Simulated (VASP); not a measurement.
# Ru (Fmmm) in VASP: single point with PBE

Aim: the single point of Ru with PBE.

All numbers are computed with VASP 6.6.1; they aren't measurements. Logs are shortened: lines on timing, memory, paths and dates and some standing lists are left out, and cuts for length are marked.

### 1 The cell of the first run

It takes space group Fmmm (No. 69, orthorhombic). Conventional cell: a = 2.912 Å, b = 5.044 Å, c = 7.940 Å, α = 90.00°, β = 90.00°, γ = 90.00°. Within 2.2 Å of Ru (site symmetry m2m) lie 3 Ru at 1.68 Å.

### 2 Single point, PBE

File INCAR:

```
PREC = Accurate
ENCUT = 520
EDIFF = 1E-6
ISMEAR = 0
SIGMA = 0.1
LREAL = False
LASPH = True
NELM = 100
ALGO = Fast
ISIF = 2
LWAVE = False
LCHARG = False
GGA = PE
NBANDS = 21
```

File KPOINTS:

```
regular mesh
0
Gamma
  8 8 8
```

File POSCAR:

```
Ru
1.0
    0.0000000000      2.5221336216      3.9699592690
    1.4561260401      0.0000000000      3.9699592690
    1.4561260401      2.5221336216      0.0000000000
Ru
2
Direct
    0.1666700000      0.8333300000      0.1666700000
    0.8333300000      0.1666700000      0.8333300000
```

Potentials or basis: VASP PAW PBE potentials, release 64 (Ru_pv).

On the command line:

```
$ cat potpaw_PBE.64/Ru_pv/POTCAR > POTCAR
$ mpirun -np 1 vasp_std > vasp.out
```

OUTCAR:

```text
PREC = Accurate
   ENCUT = 520
   EDIFF = 1E-6
   ISMEAR = 0
   LREAL = False
   LASPH = True
   NELM = 100
   ISIF = 2
   GGA = PE

 ion  position               nearest neighbor table
   1  0.167  0.833  0.167-   2 1.68   2 1.68   2 1.68   2 3.36   2 3.36   2 3.36
   2  0.833  0.167  0.833-   1 1.68   1 1.68   1 1.68   1 3.36   1 3.36   1 3.36

 -----------------------------------------------------------------------------
|                                                                             |
|           W    W    AA    RRRRR   N    N  II  N    N   GGGG   !!!           |
|           W    W   A  A   R    R  NN   N  II  NN   N  G    G  !!!           |
|           W    W  A    A  R    R  N N  N  II  N N  N  G       !!!           |
|           W WW W  AAAAAA  RRRRR   N  N N  II  N  N N  G  GGG   !            |
|           WW  WW  A    A  R   R   N   NN  II  N   NN  G    G                |
|           W    W  A    A  R    R  N    N  II  N    N   GGGG   !!!           |
|                                                                             |
|     The distance between some ions is very small. Please check the          |
|     nearest-neighbor list in the OUTCAR file.                               |
|     I HOPE YOU KNOW WHAT YOU ARE DOING!                                     |
|                                                                             |
 -----------------------------------------------------------------------------

  LATTYP: Found a face centered orthorhombic cell.
 ALAT       =     2.9122520802
 B/A-ratio  =     1.7320846906
 C/A-ratio  =     2.7263843649

  Lattice vectors:

 A1 = (   0.0000000000,   2.5221336216,   3.9699592690)
 A2 = (   1.4561260401,   0.0000000000,   3.9699592690)
 A3 = (   1.4561260401,   2.5221336216,   0.0000000000)

Analysis of symmetry for initial positions (statically):
=====================================================================
 Subroutine PRICEL returns:
 Original cell was already a primitive cell.

 Routine SETGRP: Setting up the symmetry group for a
 face centered orthorhombic supercell.

 Subroutine GETGRP returns: Found  8 space group operations
 (whereof  8 operations were pure point group operations)
 out of a pool of  8 trial point group operations.

The static configuration has the point symmetry D_2h.

Analysis of symmetry for dynamics (positions and initial velocities):
=====================================================================
 Subroutine PRICEL returns:
 Original cell was already a primitive cell.

 Routine SETGRP: Setting up the symmetry group for a
 face centered orthorhombic supercell.

[... 101 lines left out ...]
   LASPH  =      T    aspherical Exc in radial PAW
   ENCUT  =  520.0 eV  38.22 Ry    6.18 a.u.   8.75  7.86  5.41*2*pi/ulx,y,z
   NELM   =    100;   NELMIN=  2; NELMDL= -5     # of ELM steps
   EDIFF  = 0.1E-05   stopping-criterion for ELM
   LREAL  =      F    real-space projection
   EDIFFG = 0.1E-04   stopping-criterion for IOM
   NSW    =      0    number of steps for IOM
   IBRION =     -1    ionic relax: 0-MD 1-quasi-New 2-CG
   NFREE  =      0    steps in history (QN), initial steepest desc. (CG)
   ISIF   =      2    stress and relaxation
   ISYM   =      2    0-nonsym 1-usesym 2-fastsym
   POTIM  = 0.5000    time-step for ionic-motion
   TEBEG  =    0.0;   TEEND  =   0.0 temperature during run
   PSTRESS=    0.0 pullay stress
   NELECT =      28.0000    total number of electrons
   NUPDOWN=      -1.0000    fix difference up-down
   EMIN   =  10.00;   EMAX   =-10.00  energy-range for DOS
   EFERMI =   0.00;   METHOD = LEGACY
   ISMEAR =     0;   SIGMA  =   0.10  broadening in eV -4-tet -1-fermi 0-gaus
   EFERMI_NEDOS =   21; number of points for ismear=-14 and -15
   IALGO  =     68    algorithm
   IMIX   =      4    mixing-type and parameters
     AMIX     =   0.40;   BMIX     =  1.00
     AMIX_MAG =   1.60;   BMIX_MAG =  1.00
  volume/ion in A,a.u.               =      14.58        98.39
  Fermi-wavevector in a.u.,A,eV,Ry     =   1.615101  3.052099 35.491514  2.608553
  Thomas-Fermi vector in A             =   2.709903
   LORBIT       =      0    0 simple, 1 ext, 2 COOP (PROOUT), +10 PAW based schemes
   GGA     = PE    functional components
   LHFCALC =     F    Hartree Fock is set to
   AEXX    =    0.0000 exact exchange contribution
   IVDW    =     0    specifies the selected vdW correction
   LEPSILON=     F    determine dielectric tensor
   LRPA    =     F    only Hartree local field effects (RPA)
 non-spin polarized calculation
 RMM-DIIS sequential band-by-band and
 Gauss-broadening in eV      SIGMA  =   0.10
  energy-cutoff  :      520.00
  volume of cell :       29.16
 maximum number of plane-waves:       810
   NGX = 17   NGY = 15   NGZ = 11

 number of electron      27.9999998 magnetization

 Free energy of the ion-electron system (eV)
  ---------------------------------------------------
  ext. energy  EPLUGINS =         0.00000000
  ---------------------------------------------------
  free energy    TOTEN  =        14.59126531 eV

  energy without entropy =       14.60040711  energy(sigma->0) =       14.59583621

 E-fermi :  12.4262     XC(G=0): -12.4518

 val. band max:       12.4226824194   @ k =   0.2500  -0.1250   0.1250
 cond. band min:      12.4362759832   @ k =  -0.1250   0.1250   0.1250
 fundamental gap:      0.0135935638
 Fermi energy:        12.4262400490

 k-point     1 :       0.0000    0.0000    0.0000
  band No.  band energies     occupation
      1     -40.5489      2.00000
      2     -40.5481      2.00000
      3     -34.9302      2.00000
      4     -30.1720      2.00000
      5     -29.9650      2.00000
      6     -29.9642      2.00000
[... 565 lines left out ...]
     20      22.1866      0.00000
     21      22.7155      0.00000

 [... further k-points ...]
[... 5 lines left out ...]
  --------------------------------------------------------------------------------------
  -------------------------------------------------------------------------------------
  Total      111.0709500    110.9800877      0.2008180      0.0000000      0.0000000      0.0000000
  in kB     6102.7834810   6097.7910629     11.0339298      0.0000000      0.0000000      0.0000000
  external PRESSURE =    4070.5361579 kB  Pullay stress =       0.0000000 kB

 VOLUME and BASIS-vectors are now :
 -----------------------------------------------------------------------------
  energy-cutoff  :      520.00
  volume of cell :       29.16
      direct lattice vectors                 reciprocal lattice vectors
     0.000000000  2.522133622  3.969959269    -0.343376869  0.198244849  0.125945877
     1.456126040  0.000000000  3.969959269     0.343376869 -0.198244849  0.125945877
     1.456126040  2.522133622  0.000000000     0.343376869  0.198244849 -0.125945877

 POSITION                                       TOTAL-FORCE (eV/Angst)
 -----------------------------------------------------------------------------------
      1.45613      0.84073      3.96996         0.000000      0.125100      0.000000
      1.45613      4.20354      3.96996         0.000000     -0.125100      0.000000
 -----------------------------------------------------------------------------------
    total drift:                               -0.000000     -0.000000     -0.000000

  FREE ENERGIE OF THE ION-ELECTRON SYSTEM (eV)
  ---------------------------------------------------
  free  energy   TOTEN  =        14.5912653117 eV

  energy  without entropy=       14.6004071130  energy(sigma->0) =       14.59583621
```

OSZICAR:

```text
N       E                     dE             d eps       ncg     rms          rms(c)
DAV:   1     0.335693409399E+03    0.33569E+03   -0.18054E+04  3990   0.149E+03
DAV:   2     0.206846200566E+02   -0.31501E+03   -0.30664E+03  4170   0.467E+02
DAV:   3     0.137078137664E+02   -0.69768E+01   -0.69447E+01  4770   0.778E+01
DAV:   4     0.136373167543E+02   -0.70497E-01   -0.70300E-01  4909   0.754E+00
DAV:   5     0.136364935987E+02   -0.82316E-03   -0.82156E-03  4473   0.795E-01    0.127E+02
RMM:   6     0.144419667462E+02    0.80547E+00   -0.11541E+00  4178   0.861E+00    0.718E+01
RMM:   7     0.145933945188E+02    0.15143E+00   -0.12781E-01  4565   0.285E+00    0.732E+00
RMM:   8     0.145913282851E+02   -0.20662E-02   -0.13125E-02  4686   0.997E-01    0.197E-01
RMM:   9     0.145912705174E+02   -0.57768E-04   -0.16568E-03  4800   0.355E-01    0.943E-02
RMM:  10     0.145912717549E+02    0.12375E-05   -0.29053E-04  4770   0.163E-01    0.163E-02
RMM:  11     0.145912670576E+02   -0.46973E-05   -0.63402E-05  4814   0.742E-02    0.562E-03
RMM:  12     0.145912658735E+02   -0.11841E-05   -0.99474E-06  4210   0.311E-02    0.435E-03
RMM:  13     0.145912653117E+02   -0.56182E-06   -0.26803E-06  3484   0.159E-02
   1 F= 0.14591265E+02 E0= 0.14595836E+02  d E =-.914180E-02
```

stdout:

```text
POSCAR found type information on POSCAR Ru
 POSCAR found :  1 types and       2 ions
 scaLAPACK will be used
 LDA part: xc-table for (Slater+PW92), standard interpolation
 -----------------------------------------------------------------------------
|                                                                             |
|           W    W    AA    RRRRR   N    N  II  N    N   GGGG   !!!           |
|           W    W   A  A   R    R  NN   N  II  NN   N  G    G  !!!           |
|           W    W  A    A  R    R  N N  N  II  N N  N  G       !!!           |
|           W WW W  AAAAAA  RRRRR   N  N N  II  N  N N  G  GGG   !            |
|           WW  WW  A    A  R   R   N   NN  II  N   NN  G    G                |
|           W    W  A    A  R    R  N    N  II  N    N   GGGG   !!!           |
|                                                                             |
|     The distance between some ions is very small. Please check the          |
|     nearest-neighbor list in the OUTCAR file.                               |
|     I HOPE YOU KNOW WHAT YOU ARE DOING!                                     |
|                                                                             |
 -----------------------------------------------------------------------------

 POSCAR, INCAR and KPOINTS ok, starting setup
 FFT: planning ... GRIDC
 FFT: planning ... GRID_SOFT
 FFT: planning ... GRID
 WAVECAR not read
 entering main loop
```

Wall time 71 s (1 thread of AMD EPYC 7R13 (Zen 3), shared host); peak memory 0.16 GiB.

What came out:

```yaml
Free_energy: 14.5913 eV
Pressure: 407.1 GPa
Largest_force: 0.125 eV/Å
Band_gap_on_the_k_mesh: zero (bands 14 and 15 overlap by 3.18 eV)
```

Forces on the atoms (eV/Å):
```
Ru   0.000  0.125  0.000
Ru   0.000 -0.125  0.000
```

Stress tensor (GPa, compression positive):
```
610.28   0.00   0.00
  0.00 609.78   0.00
  0.00   0.00   1.10
```

Levels at points of the mesh, in eV from the Fermi level:
```
           k point  band 12  band 13  band 14  band 15  band 16  band 17
(0.00, 0.00, 0.00)    -4.53    -1.16    -1.16    -0.13    -0.07     2.20
(0.50, 0.00, 0.00)    -2.28    -1.34     1.01     1.71     3.73     4.09
(0.50, 0.50, 0.00)    -4.53    -3.06    -1.16    -1.16    -0.10    -0.04
(0.50, 0.00, 0.50)    -2.43    -1.17     0.42     1.22     3.73     4.08
(0.00, 0.50, 0.50)    -1.90    -1.75     2.02     2.81     3.73     4.10
```

Caveat: atoms lie so close that the PAW spheres overlap strongly, which falsifies energies and pressures; the stress differs along the axes, from 1 to 610 GPa.
